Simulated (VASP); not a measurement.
Runs of VASP 6.6.1 on AlN. The structure is that of space group Fm-3m (No. 225), or close to it. The cells are those of the table. 

| cell | gap on the mesh (eV) | pressure (GPa) |
| --- | --- | --- |
| a = 2.915, b = 2.915, c = 2.805 Å, angles 61.2, 61.2, 57.5°, 2 atoms | 4.85 | (c) |
| a = 2.913, b = 2.913, c = 2.949 Å, angles 59.6, 59.6, 60.8°, 2 atoms | 4.62 | -17.9 |
| a = 2.985, b = 2.985, c = 3.021 Å, angles 59.6, 59.6, 60.8°, 2 atoms | (b) | -30.6 |
| a = 2.985, b = 2.985, c = 2.949 Å, angles 60.4, 60.4, 59.2°, 2 atoms | (a) | -26.8 |
| a = 2.913, b = 2.913, c = 2.877 Å, angles 60.4, 60.4, 59.2°, 2 atoms | 4.87 | -12.5 |

Alike in all rows: task single point; level r2SCAN; potentials or basis VASP PAW PBE potentials, release 64 (Al, N); no spin polarisation; k mesh 10 × 10 × 10; cutoff (eV) 520; smearing gaussian 0.05 eV.

Q: Fill in the values left out.

A: (a) 4.18; (b) 3.96; (c) -3.9.

Caveats: the cell stands under tension; the PAW data sets were made with another functional, which shifts forces and pressure a little.

A k mesh can miss the band edges.
